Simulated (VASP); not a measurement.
# PbSe (Fm-3m) in VASP: notebook

PbSe is run at these levels: PBE; tasks: single point.

Program: VASP 6.6.1. These are calculated values, not measurements. Logs are shortened: lines on timing, memory, paths and dates and some standing lists are left out, and cuts for length are marked.

## 1. The cell of the first run

It takes space group Fm-3m (No. 225, cubic). Conventional cell: a = 6.279 Å, b = 6.279 Å, c = 6.279 Å, α = 90.00°, β = 90.00°, γ = 90.00°. Pb (site symmetry m-3m) has 6 Se at 3.14 Å within 4.1 Å. Se (site symmetry m-3m) has 6 Pb at 3.14 Å within 4.1 Å.

## 2. Single point, PBE (volume scaled by 1.03)

INCAR reads:

```
SYSTEM = PbSe
PREC = Accurate ; ENCUT = 520
EDIFF = 1E-6 ; ISMEAR = 0
SIGMA = 0.01 ; LREAL = .False.
LASPH = .True. ; NELM = 60
ALGO = Normal ; ISIF = 2
LWAVE = .False. ; LCHARG = .False.
GGA = PE ; NBANDS = 17
```

KPOINTS reads:

```
regular mesh
0
Gamma
  10 10 10
  0 0 0
```

POSCAR reads:

```
PbSe
1.0
    0.0000000000      3.1397274185      3.1397274185
    3.1397274185      0.0000000000      3.1397274185
    3.1397274185      3.1397274185      0.0000000000
Pb Se
1 1
Direct
    0.0000000000      0.0000000000      0.0000000000
    0.5000000000      0.5000000000      0.5000000000
```

Potentials or basis: VASP PAW PBE potentials, release 64 (Pb_d, Se).

Started as:

```console
> cat potpaw_PBE.64/Pb_d/POTCAR potpaw_PBE.64/Se/POTCAR > POTCAR
> mpirun -np 1 vasp_std > vasp.out
```

OUTCAR:

```text
SYSTEM = PbSe
   PREC = Accurate
   ENCUT = 520
   EDIFF = 1E-6
   ISMEAR = 0
   LREAL = .False.
   LASPH = .True.
   NELM = 60
   ISIF = 2
   GGA = PE

 ion  position               nearest neighbor table
   1  0.000  0.000  0.000-   2 3.14   2 3.14   2 3.14   2 3.14   2 3.14   2 3.14
   2  0.500  0.500  0.500-   1 3.14   1 3.14   1 3.14   1 3.14   1 3.14   1 3.14

  LATTYP: Found a face centered cubic cell.
 ALAT       =     6.2794548370

  Lattice vectors:

 A1 = (   0.0000000000,   3.1397274185,   3.1397274185)
 A2 = (   3.1397274185,   0.0000000000,   3.1397274185)
 A3 = (   3.1397274185,   3.1397274185,   0.0000000000)

Analysis of symmetry for initial positions (statically):
=====================================================================
 Subroutine PRICEL returns:
 Original cell was already a primitive cell.

 Routine SETGRP: Setting up the symmetry group for a
 face centered cubic supercell.

 Subroutine GETGRP returns: Found 48 space group operations
 (whereof 48 operations were pure point group operations)
 out of a pool of 48 trial point group operations.

The static configuration has the point symmetry O_h .

Analysis of symmetry for dynamics (positions and initial velocities):
=====================================================================
 Subroutine PRICEL returns:
 Original cell was already a primitive cell.

 Routine SETGRP: Setting up the symmetry group for a
 face centered cubic supercell.

 Subroutine GETGRP returns: Found 48 space group operations
 (whereof 48 operations were pure point group operations)
 out of a pool of 48 trial point group operations.

The dynamic configuration has the point symmetry O_h .

 Subroutine INISYM returns: Found 48 space group operations
 (whereof 48 operations are pure point group operations),
 and found     1 'primitive' translations

----------------------------------------------------------------------------------------

                                     Primitive cell

  volume of cell :      61.9022

  direct lattice vectors                    reciprocal lattice vectors
     0.000000000  3.139727419  3.139727419    -0.159249493  0.159249493  0.159249493
     3.139727419  0.000000000  3.139727419     0.159249493 -0.159249493  0.159249493
     3.139727419  3.139727419  0.000000000     0.159249493  0.159249493 -0.159249493

  length of vectors
     4.440245097  4.440245097  4.440245097     0.275828213  0.275828213  0.275828213

  position of ions in fractional coordinates (direct lattice)
     0.000000000  0.000000000  0.000000000
     0.500000000  0.500000000  0.500000000

  ion indices of the primitive-cell ions
   primitive index   ion index
                 1           1
                 2           2

----------------------------------------------------------------------------------------

 KPOINTS: regular mesh

Automatic generation of k-mesh.
 Grid dimensions read from file:
 generate k-points for:   10   10   10

 Generating k-lattice:

  Cartesian coordinates                     Fractional coordinates (reciprocal lattice)
    -0.015924949  0.015924949  0.015924949     0.100000000  0.000000000  0.000000000
     0.015924949 -0.015924949  0.015924949     0.000000000  0.100000000  0.000000000
     0.015924949  0.015924949 -0.015924949     0.000000000  0.000000000  0.100000000

  Length of vectors
     0.027582821  0.027582821  0.027582821

  Shift w.r.t. Gamma in fractional coordinates (k-lattice)
     0.000000000  0.000000000  0.000000000

 Subroutine IBZKPT returns following result:
 ===========================================

 Found     47 irreducible k-points:

 Following reciprocal coordinates:
            Coordinates               Weight
  0.000000  0.000000  0.000000      1.000000
  0.100000  0.000000  0.000000      8.000000
  0.200000  0.000000  0.000000      8.000000
  0.300000  0.000000  0.000000      8.000000
  0.400000  0.000000  0.000000      8.000000
  0.500000  0.000000  0.000000      4.000000
[... 16 lines left out ...]
  0.300000  0.300000  0.000000      6.000000
  0.400000  0.300000  0.000000     24.000000
 [... further k-points ...]
   k-points           NKPTS =     47   k-points in BZ     NKDIM =     47   number of bands    NBANDS=     17
   number of dos      NEDOS =    301   number of ions     NIONS =      2
   total plane-waves  NPLWV =  46656
   dimension x,y,z NGX =    36 NGY =   36 NGZ =   36
   dimension x,y,z NGXF=    72 NGYF=   72 NGZF=   72
   ions per type =               1   1
   NGX,Y,Z   is equivalent  to a cutoff of  13.48, 13.48, 13.48 a.u.
   NGXF,Y,Z  is equivalent  to a cutoff of  26.96, 26.96, 26.96 a.u.
 SYSTEM =  PbSe
   PREC   = accura    normal or accurate (medium, high low for compatibility)
   ISTART =      0    job   : 0-new  1-cont  2-samecut
   ICHARG =      2    charge: 1-file 2-atom 10-const
   ISPIN  =      1    spin polarized calculation?
   LNONCOLLINEAR =      F non collinear calculations
   LSORBIT =      F    spin-orbit coupling
   LASPH  =      T    aspherical Exc in radial PAW
   ENCUT  =  520.0 eV  38.22 Ry    6.18 a.u.   8.26  8.26  8.26*2*pi/ulx,y,z
   NELM   =     60;   NELMIN=  2; NELMDL= -5     # of ELM steps
   EDIFF  = 0.1E-05   stopping-criterion for ELM
   LREAL  =      F    real-space projection
   EDIFFG = 0.1E-04   stopping-criterion for IOM
   NSW    =      0    number of steps for IOM
   IBRION =     -1    ionic relax: 0-MD 1-quasi-New 2-CG
   NFREE  =      0    steps in history (QN), initial steepest desc. (CG)
   ISIF   =      2    stress and relaxation
   ISYM   =      2    0-nonsym 1-usesym 2-fastsym
   POTIM  = 0.5000    time-step for ionic-motion
   TEBEG  =    0.0;   TEEND  =   0.0 temperature during run
   PSTRESS=    0.0 pullay stress
   NELECT =      20.0000    total number of electrons
   NUPDOWN=      -1.0000    fix difference up-down
   EMIN   =  10.00;   EMAX   =-10.00  energy-range for DOS
   EFERMI =   0.00;   METHOD = LEGACY
   ISMEAR =     0;   SIGMA  =   0.01  broadening in eV -4-tet -1-fermi 0-gaus
   EFERMI_NEDOS =   21; number of points for ismear=-14 and -15
   IALGO  =     38    algorithm
   IMIX   =      4    mixing-type and parameters
     AMIX     =   0.40;   BMIX     =  1.00
     AMIX_MAG =   1.60;   BMIX_MAG =  1.00
  volume/ion in A,a.u.               =      30.95       208.87
  Fermi-wavevector in a.u.,A,eV,Ry     =   1.123353  2.122829 17.169488  1.261922
  Thomas-Fermi vector in A             =   2.260019
   LORBIT       =      0    0 simple, 1 ext, 2 COOP (PROOUT), +10 PAW based schemes
   GGA     = PE    functional components
   LHFCALC =     F    Hartree Fock is set to
   AEXX    =    0.0000 exact exchange contribution
   IVDW    =     0    specifies the selected vdW correction
   LEPSILON=     F    determine dielectric tensor
   LRPA    =     F    only Hartree local field effects (RPA)
 non-spin polarized calculation
 Gauss-broadening in eV      SIGMA  =   0.01
  energy-cutoff  :      520.00
  volume of cell :       61.90
 maximum number of plane-waves:      1695
 NGX is ok and might be reduce to    36
   NGX = 17   NGY = 17   NGZ = 17

 number of electron      19.9999999 magnetization

 Free energy of the ion-electron system (eV)
  ---------------------------------------------------
  ext. energy  EPLUGINS =         0.00000000
  ---------------------------------------------------
  free energy    TOTEN  =        -8.19097961 eV

  energy without entropy =       -8.19097961  energy(sigma->0) =       -8.19097961

 E-fermi :   4.1941     XC(G=0):  -9.1814

 val. band max:        4.1079158526   @ k =   0.5000   0.0000   0.0000
 cond. band min:       4.6275589417   @ k =   0.5000   0.0000   0.0000
 fundamental gap:      0.5196430892
 Fermi energy:         4.1940762897

 k-point     1 :       0.0000    0.0000    0.0000
  band No.  band energies     occupation
      1     -12.5740      2.00000
      2     -12.5740      2.00000
      3     -12.5740      2.00000
      4     -12.5666      2.00000
      5     -12.5666      2.00000
      6      -8.8197      2.00000
[... 9 lines left out ...]
     16      10.8325      0.00000
     17      12.1185      0.00000

 k-point     2 :       0.1000    0.0000    0.0000
  band No.  band energies     occupation
      1     -12.5736      2.00000
      2     -12.5728      2.00000
      3     -12.5728      2.00000
      4     -12.5671      2.00000
      5     -12.5671      2.00000
      6      -8.7537      2.00000
[... 9 lines left out ...]
     16      11.0410      0.00000
     17      12.8476      0.00000

 k-point     3 :       0.2000    0.0000    0.0000
  band No.  band energies     occupation
      1     -12.5745      2.00000
      2     -12.5745      2.00000
      3     -12.5727      2.00000
      4     -12.5635      2.00000
      5     -12.5635      2.00000
      6      -8.5668      2.00000
[... 9 lines left out ...]
     16      11.5885      0.00000
     17      14.2489      0.00000

 k-point     4 :       0.3000    0.0000    0.0000
  band No.  band energies     occupation
      1     -12.5792      2.00000
      2     -12.5792      2.00000
      3     -12.5717      2.00000
      4     -12.5565      2.00000
      5     -12.5565      2.00000
      6      -8.2997      2.00000
[... 9 lines left out ...]
     16      12.4266      0.00000
     17      15.4990      0.00000
[... 343 lines left out ...]
      1     -12.5826      2.00000
      2     -12.5766      2.00000
      3     -12.5699      2.00000
      4     -12.5620      2.00000
      5     -12.5554      2.00000
      6      -8.2076      2.00000
[... 9 lines left out ...]
     16      13.5268      0.00000
     17      14.2373      0.00000

 k-point    23 :       0.3000    0.3000    0.0000
  band No.  band energies     occupation
      1     -12.6119      2.00000
      2     -12.5823      2.00000
      3     -12.5574      2.00000
      4     -12.5529      2.00000
      5     -12.5529      2.00000
      6      -8.1223      2.00000
[... 9 lines left out ...]
     16      14.1211      0.00000
     17      14.6028      0.00000

 k-point    24 :       0.4000    0.3000    0.0000
  band No.  band energies     occupation
      1     -12.6230      2.00000
      2     -12.5822      2.00000
      3     -12.5588      2.00000
      4     -12.5493      2.00000
      5     -12.5471      2.00000
      6      -7.9252      2.00000
[... 9 lines left out ...]
     16      14.7804      0.00000
     17      15.4772      0.00000

 [... further k-points ...]
[... 5 lines left out ...]
  --------------------------------------------------------------------------------------
  -------------------------------------------------------------------------------------
  Total       -0.5075048     -0.5075048     -0.5075048      0.0000000      0.0000000     -0.0000000
  in kB      -13.1354480    -13.1354480    -13.1354480      0.0000000      0.0000000     -0.0000000
  external PRESSURE =     -13.1354480 kB  Pullay stress =       0.0000000 kB

 VOLUME and BASIS-vectors are now :
 -----------------------------------------------------------------------------
  energy-cutoff  :      520.00
  volume of cell :       61.90
      direct lattice vectors                 reciprocal lattice vectors
     0.000000000  3.139727419  3.139727419    -0.159249493  0.159249493  0.159249493
     3.139727419  0.000000000  3.139727419     0.159249493 -0.159249493  0.159249493
     3.139727419  3.139727419  0.000000000     0.159249493  0.159249493 -0.159249493

 POSITION                                       TOTAL-FORCE (eV/Angst)
 -----------------------------------------------------------------------------------
      0.00000      0.00000      0.00000        -0.000000      0.000000     -0.000000
      3.13973      3.13973      3.13973         0.000000     -0.000000      0.000000
 -----------------------------------------------------------------------------------
    total drift:                                0.000000      0.000000      0.000000

  FREE ENERGIE OF THE ION-ELECTRON SYSTEM (eV)
  ---------------------------------------------------
  free  energy   TOTEN  =        -8.1909796140 eV

  energy  without entropy=       -8.1909796140  energy(sigma->0) =       -8.19097961
```

Run time: 47 s. Hardware: 1 thread of Intel Xeon Platinum 8259CL at 2.50GHz (Skylake/Cascade Lake), shared host; peak memory 0.22 GiB.

What came out:

* Free energy: -8.1910 eV
* Pressure: -1.3 GPa
* Band gap on the k mesh: 0.52 eV, direct

Caveat: spin-orbit coupling is left out, which moves the levels of the heavy elements. A k mesh can miss the band edges.

## 3. Single point, PBE (volume scaled by 1.06)

INCAR reads:

```
SYSTEM = PbSe
  ALGO = Normal
  EDIFF = 1E-6
  ENCUT = 520
  GGA = PE
  ISIF = 2
  ISMEAR = 0
  LASPH = .TRUE.
  LCHARG = .TRUE.
  LELF = .TRUE.
  LREAL = .FALSE.
  LVHAR = .TRUE.
  LWAVE = .FALSE.
  NBANDS = 17
  NELM = 60
  PREC = Accurate
  SIGMA = 0.01
```

KPOINTS reads:

```
k-points
0
G
  10 10 10
  0 0 0
```

POSCAR reads:

```
PbSe
1.0
    0.0000000000      3.1699189573      3.1699189573
    3.1699189573      0.0000000000      3.1699189573
    3.1699189573      3.1699189573      0.0000000000
Pb Se
1 1
Direct
    0.0000000000      0.0000000000      0.0000000000
    0.5000000000      0.5000000000      0.5000000000
```

Potentials or basis: VASP PAW PBE potentials, release 64 (Pb_d, Se).

Started as:

```console
> cat potpaw_PBE.64/Pb_d/POTCAR potpaw_PBE.64/Se/POTCAR > POTCAR
> mpirun -np 1 vasp_std > vasp.out
```

Wall time 50 s (1 thread of Intel Xeon Platinum 8259CL at 2.50GHz (Skylake/Cascade Lake), shared host); peak memory 0.22 GiB.

Results (log left out):

```yaml
Free_energy: -8.1704 eV
Pressure: -2.4 GPa
Band_gap_on_the_k_mesh: 0.59 eV, direct
```

Levels at points of the mesh, in eV from the valence-band top:
```
           k point  band 8  band 9  band 10  band 11  band 12  band 13
(0.00, 0.00, 0.00)   -1.36   -1.36    -1.36     4.53     4.53     4.53
(0.50, 0.00, 0.00)   -1.02   -1.02     0.00     0.59     1.95     1.95
(0.50, 0.50, 0.00)   -4.09   -2.55    -2.55     4.18     5.28     5.28
```

Caveat: spin-orbit coupling is left out, which moves the levels of the heavy elements. A k mesh can miss the band edges.
